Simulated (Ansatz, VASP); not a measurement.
## One calculation of SiO2, two programs

```xyz
6
Lattice="4.1667 0.0000 0.0000 0.0000 4.1667 0.0000 0.0000 0.0000 2.6112" Properties=species:S:1:pos:R:3 pbc="T T T"
Si    0.0000    0.0000    0.0000
Si    2.0833    2.0833    1.3056
O     1.2710    1.2710    0.0000
O     0.8123    3.3544    1.3056
O     2.8957    2.8957    0.0000
O     3.3544    0.8123    1.3056
```

Change from the starting cell: z stretched by -2 %, ions relaxed.

Alike in both runs: functional PBE; k mesh 7 × 7 × 11; occupations fermi-dirac, width 0.02 eV; no spin polarisation.

Ansatz relaxed the structure, and its values are those at the end. VASP's run is a single point on that final structure, the one shown.

```csv
,VASP,Ansatz
version,VASP 6.6.1,Ansatz 0.2.0
potentials or method,"VASP PAW PBE potentials, release 64 (Si, O)","plane-wave PAW, scalar-relativistic"
plane-wave cutoff (eV),520,420
valence electrons in the cell,32,32
```

Ansatz gave:

* gap on the k mesh at the Fermi level (eV): 6.12
* pressure (GPa): 20.9
* rms of the force components (eV/Å): 0.000

Task: Which values does VASP return?

Result: gap on the k mesh at the Fermi level (eV): 6.11; pressure (GPa): 21.2; rms of the force components (eV/Å): 0.011.

Ansatz's warnings: stress scf threshold loose.
